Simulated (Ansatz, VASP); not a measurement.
**One calculation of TaSi2, two programs**

```
CELL_PARAMETERS angstrom
3.33775 0.00000 0.00000
0.00000 3.33775 0.00000
0.00000 0.00000 4.93413
ATOMIC_POSITIONS crystal
Ta 0.00000 0.00000 0.00000
Si 0.00000 0.00000 0.50000
Si 0.50000 0.50000 0.50000
```

Alike in both runs: functional PBE; k mesh 14 × 14 × 10; occupations gaussian, width 0.1 eV; no spin polarisation.

Ansatz relaxed the structure, and its values are those at the end. VASP's run is a single point on that final structure, the one shown.

```csv
,VASP,Ansatz
version,VASP 6.6.1,Ansatz 0.2.0
potentials or method,"VASP PAW PBE potentials, release 64 (Ta_pv, Si), cutoff 520 eV","scalar-relativistic, plane waves, PAW"
valence electrons in the cell,19,21
```

VASP gave:

```
gap on the k mesh at the Fermi level (eV) : none
pressure (GPa)                            : -0.1
```

**Question.** What did Ansatz give for the same quantities?

**Answer.** gap on the k mesh at the Fermi level (eV): none; pressure (GPa): 0.0.

A gap of «none» marks a metal or a gap that the smearing closes. VASP's potentials hold 19 valence electrons a cell and Ansatz's 21, so a difference there can come from the potentials and not from the codes.

Neither program's run includes spin-orbit coupling.
